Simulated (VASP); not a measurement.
# BaTiO3 (Pm-3m) in VASP: single point with PBEsol

Aim: the single point of BaTiO3 with PBEsol.

Program: VASP 6.6.1. These are calculated values, not measurements. Logs are shortened: lines on timing, memory, paths and dates and some standing lists are left out, and cuts for length are marked.

## (1) The cell of the first run

The structure is cubic, space group Pm-3m (No. 221). Conventional cell: a = 4.006 Å, b = 4.006 Å, c = 4.006 Å, α = 90.00°, β = 90.00°, γ = 90.00°. Ba (site symmetry m-3m) has 12 O at 2.83 Å and 8 Ti at 3.47 Å within 3.7 Å. Within 2.7 Å of Ti (site symmetry m-3m) lie 6 O at 2.00 Å. Within 2.7 Å of O (site symmetry 4/mmm) lie 2 Ti at 2.00 Å.

## (2) Single point, PBEsol

INCAR reads:

```
PREC     = Accurate       # precision mode
ENCUT    = 520            # plane-wave cutoff, eV
EDIFF    = 1E-7           # SCF threshold, eV
ISMEAR   = 0              # smearing method
SIGMA    = 0.01           # smearing width, eV
LREAL    = F              # projectors in reciprocal space
LASPH    = T              # aspherical terms in the spheres
NELM     = 60             # most SCF steps
ALGO     = Normal         # electronic algorithm
ISIF     = 2              # what is computed and relaxed
LWAVE    = F              # write WAVECAR
LCHARG   = F              # write CHGCAR
GGA      = PS             # functional
NBANDS   = 28             # bands
```

KPOINTS reads:

```
regular mesh
0
Gamma
  3 3 3
```

POSCAR reads:

```
BaTiO3
1.0
    4.0060000000      0.0000000000      0.0000000000
    0.0000000000      4.0060000000      0.0000000000
    0.0000000000      0.0000000000      4.0060000000
Ba Ti O
1 1 3
Direct
    0.5000000000      0.5000000000      0.5000000000
    0.0000000000      0.0000000000      0.0000000000
    0.5000000000      0.0000000000      0.0000000000
    0.0000000000      0.5000000000      0.0000000000
    0.0000000000      0.0000000000      0.5000000000
```

Potentials or basis: VASP PAW PBE potentials, release 64 (Ba_sv, Ti_sv, O).

Launch:

```
> cat potpaw_PBE.64/Ba_sv/POTCAR potpaw_PBE.64/Ti_sv/POTCAR potpaw_PBE.64/O/POTCAR > POTCAR
> mpirun -np 1 vasp_std > vasp.out
```

OUTCAR:

```text
PREC = Accurate
   ENCUT = 520
   EDIFF = 1E-7
   ISMEAR = 0
   LREAL = F
   LASPH = T
   NELM = 60
   ISIF = 2
   GGA = PS

 ion  position               nearest neighbor table
   1  0.500  0.500  0.500-   3 2.83   4 2.83   5 2.83   3 2.83   4 2.83   3 2.83   5 2.83   3 2.83
                             4 2.83   5 2.83   4 2.83   5 2.83   2 3.47   2 3.47   2 3.47   2 3.47
   2  0.000  0.000  0.000-   3 2.00   4 2.00   5 2.00   5 2.00   4 2.00   3 2.00   1 3.47   1 3.47
                             1 3.47   1 3.47   1 3.47   1 3.47   1 3.47   1 3.47
   3  0.500  0.000  0.000-   2 2.00   2 2.00   1 2.83   1 2.83   1 2.83   1 2.83
   4  0.000  0.500  0.000-   2 2.00   2 2.00   1 2.83   1 2.83   1 2.83   1 2.83
   5  0.000  0.000  0.500-   2 2.00   2 2.00   1 2.83   1 2.83   1 2.83   1 2.83

  LATTYP: Found a simple cubic cell.
 ALAT       =     4.0060000000

  Lattice vectors:

 A1 = (   4.0060000000,   0.0000000000,   0.0000000000)
 A2 = (   0.0000000000,   4.0060000000,   0.0000000000)
 A3 = (   0.0000000000,   0.0000000000,   4.0060000000)

Analysis of symmetry for initial positions (statically):
=====================================================================
 Subroutine PRICEL returns:
 Original cell was already a primitive cell.

 Routine SETGRP: Setting up the symmetry group for a
 simple cubic supercell.

 Subroutine GETGRP returns: Found 48 space group operations
 (whereof 48 operations were pure point group operations)
 out of a pool of 48 trial point group operations.

The static configuration has the point symmetry O_h .

Analysis of symmetry for dynamics (positions and initial velocities):
=====================================================================
 Subroutine PRICEL returns:
 Original cell was already a primitive cell.

 Routine SETGRP: Setting up the symmetry group for a
 simple cubic supercell.

 Subroutine GETGRP returns: Found 48 space group operations
 (whereof 48 operations were pure point group operations)
 out of a pool of 48 trial point group operations.

The dynamic configuration has the point symmetry O_h .

 Subroutine INISYM returns: Found 48 space group operations
 (whereof 48 operations are pure point group operations),
 and found     1 'primitive' translations

----------------------------------------------------------------------------------------

                                     Primitive cell
[... 76 lines left out ...]
   EDIFF  = 0.1E-06   stopping-criterion for ELM
   LREAL  =      F    real-space projection
   EDIFFG = 0.1E-05   stopping-criterion for IOM
   NSW    =      0    number of steps for IOM
   IBRION =     -1    ionic relax: 0-MD 1-quasi-New 2-CG
   NFREE  =      0    steps in history (QN), initial steepest desc. (CG)
   ISIF   =      2    stress and relaxation
   ISYM   =      2    0-nonsym 1-usesym 2-fastsym
   POTIM  = 0.5000    time-step for ionic-motion
   TEBEG  =    0.0;   TEEND  =   0.0 temperature during run
   PSTRESS=    0.0 pullay stress
   NELECT =      40.0000    total number of electrons
   NUPDOWN=      -1.0000    fix difference up-down
   EMIN   =  10.00;   EMAX   =-10.00  energy-range for DOS
   EFERMI =   0.00;   METHOD = LEGACY
   ISMEAR =     0;   SIGMA  =   0.01  broadening in eV -4-tet -1-fermi 0-gaus
   EFERMI_NEDOS =   21; number of points for ismear=-14 and -15
   IALGO  =     38    algorithm
   IMIX   =      4    mixing-type and parameters
     AMIX     =   0.40;   BMIX     =  1.00
     AMIX_MAG =   1.60;   BMIX_MAG =  1.00
  volume/ion in A,a.u.               =      12.86        86.77
  Fermi-wavevector in a.u.,A,eV,Ry     =   1.397603  2.641087 26.576187  1.953295
  Thomas-Fermi vector in A             =   2.520843
   LORBIT       =      0    0 simple, 1 ext, 2 COOP (PROOUT), +10 PAW based schemes
   GGA     = PS    functional components
   LHFCALC =     F    Hartree Fock is set to
   AEXX    =    0.0000 exact exchange contribution
   IVDW    =     0    specifies the selected vdW correction
   LEPSILON=     F    determine dielectric tensor
   LRPA    =     F    only Hartree local field effects (RPA)
 non-spin polarized calculation
 Gauss-broadening in eV      SIGMA  =   0.01
  energy-cutoff  :      520.00
  volume of cell :       64.29
 maximum number of plane-waves:      1743
 NGX is ok and might be reduce to    30
   NGX = 15   NGY = 15   NGZ = 15

 number of electron      39.9999976 magnetization

 Free energy of the ion-electron system (eV)
  ---------------------------------------------------
  ext. energy  EPLUGINS =         0.00000000
  ---------------------------------------------------
  free energy    TOTEN  =       -41.87131781 eV

  energy without entropy =      -41.87131781  energy(sigma->0) =      -41.87131781

 E-fermi :   3.6279     XC(G=0): -11.5039

 val. band max:        3.5456991867   @ k =   0.0000   0.0000   0.0000
 cond. band min:       5.3068322056   @ k =   0.0000   0.0000   0.0000
 fundamental gap:      1.7611330189
 Fermi energy:         3.6278777431

 k-point     1 :       0.0000    0.0000    0.0000
  band No.  band energies     occupation
      1     -52.7984      2.00000
      2     -29.1155      2.00000
      3     -29.1155      2.00000
      4     -29.1155      2.00000
      5     -21.0877      2.00000
      6     -13.1195      2.00000
[... 113 lines left out ...]
     27      11.4287      0.00000
     28      11.4287      0.00000

------------------------ aborting loop because EDIFF is reached ----------------------------------------

  FORCE on cell =-STRESS in cart. coord.  units (eV):
  Direction    XX          YY          ZZ          XY          YZ          ZX
  --------------------------------------------------------------------------------------
  -------------------------------------------------------------------------------------
  Total       -1.0100035     -1.0100035     -1.0100035     -0.0000000     -0.0000000      0.0000000
  in kB      -25.1710085    -25.1710085    -25.1710085     -0.0000000     -0.0000000      0.0000000
  external PRESSURE =     -25.1710085 kB  Pullay stress =       0.0000000 kB

 VOLUME and BASIS-vectors are now :
 -----------------------------------------------------------------------------
  energy-cutoff  :      520.00
  volume of cell :       64.29
      direct lattice vectors                 reciprocal lattice vectors
     4.006000000  0.000000000  0.000000000     0.249625562  0.000000000  0.000000000
     0.000000000  4.006000000  0.000000000     0.000000000  0.249625562  0.000000000
     0.000000000  0.000000000  4.006000000     0.000000000  0.000000000  0.249625562

 POSITION                                       TOTAL-FORCE (eV/Angst)
 -----------------------------------------------------------------------------------
      2.00300      2.00300      2.00300         0.000000      0.000000      0.000000
      0.00000      0.00000      0.00000         0.000000      0.000000      0.000000
      2.00300      0.00000      0.00000         0.000000      0.000000      0.000000
      0.00000      2.00300      0.00000         0.000000      0.000000      0.000000
      0.00000      0.00000      2.00300         0.000000      0.000000      0.000000
 -----------------------------------------------------------------------------------
    total drift:                                0.000000     -0.000000      0.000000

  FREE ENERGIE OF THE ION-ELECTRON SYSTEM (eV)
  ---------------------------------------------------
  free  energy   TOTEN  =       -41.8713178077 eV

  energy  without entropy=      -41.8713178077  energy(sigma->0) =      -41.87131781
```

OSZICAR:

```text
N       E                     dE             d eps       ncg     rms          rms(c)
DAV:   1     0.429203328300E+03    0.42920E+03   -0.20011E+04   224   0.151E+03
DAV:   2    -0.846586673396E+01   -0.43767E+03   -0.41792E+03   252   0.420E+02
DAV:   3    -0.501907690413E+02   -0.41725E+02   -0.41322E+02   268   0.135E+02
DAV:   4    -0.523046147773E+02   -0.21138E+01   -0.21104E+01   352   0.271E+01
DAV:   5    -0.523293501831E+02   -0.24735E-01   -0.24731E-01   276   0.302E+00    0.225E+01
DAV:   6    -0.420866486408E+02    0.10243E+02   -0.56481E+01   324   0.641E+01    0.958E+00
DAV:   7    -0.420177809708E+02    0.68868E-01   -0.70089E+00   272   0.192E+01    0.647E+00
DAV:   8    -0.418711903905E+02    0.14659E+00   -0.83916E-01   272   0.872E+00    0.227E+00
DAV:   9    -0.418838003299E+02   -0.12610E-01   -0.18284E-01   280   0.261E+00    0.109E+00
DAV:  10    -0.418744487814E+02    0.93515E-02   -0.63351E-02   272   0.210E+00    0.603E-01
DAV:  11    -0.418713475872E+02    0.31012E-02   -0.98410E-03   320   0.920E-01    0.734E-02
DAV:  12    -0.418713313288E+02    0.16258E-04   -0.11093E-03   276   0.309E-01    0.818E-02
DAV:  13    -0.418713192329E+02    0.12096E-04   -0.10342E-04   268   0.735E-02    0.131E-02
DAV:  14    -0.418713187066E+02    0.52634E-06   -0.22034E-05   304   0.384E-02    0.878E-03
DAV:  15    -0.418713179259E+02    0.78062E-06   -0.19464E-06   276   0.127E-02    0.418E-03
DAV:  16    -0.418713178133E+02    0.11259E-06   -0.15974E-07   240   0.330E-03    0.160E-03
DAV:  17    -0.418713178077E+02    0.56311E-08   -0.41112E-08   132   0.152E-03
   1 F= -.41871318E+02 E0= -.41871318E+02  d E =-.293701E-32
```

Wall time 18 s (1 thread of Intel Xeon Platinum 8259CL at 2.50GHz (Skylake/Cascade Lake), shared host); peak memory 0.16 GiB.

Results:

```yaml
Free_energy: -41.8713 eV
Pressure: -2.5 GPa
Band_gap_on_the_k_mesh: 1.76 eV, direct
```

Caveat: the k points lie up to 0.52 Å⁻¹ apart; the PAW data sets were made with another functional, which shifts forces and pressure a little; spin-orbit coupling is left out, which moves the levels of the heavy elements.
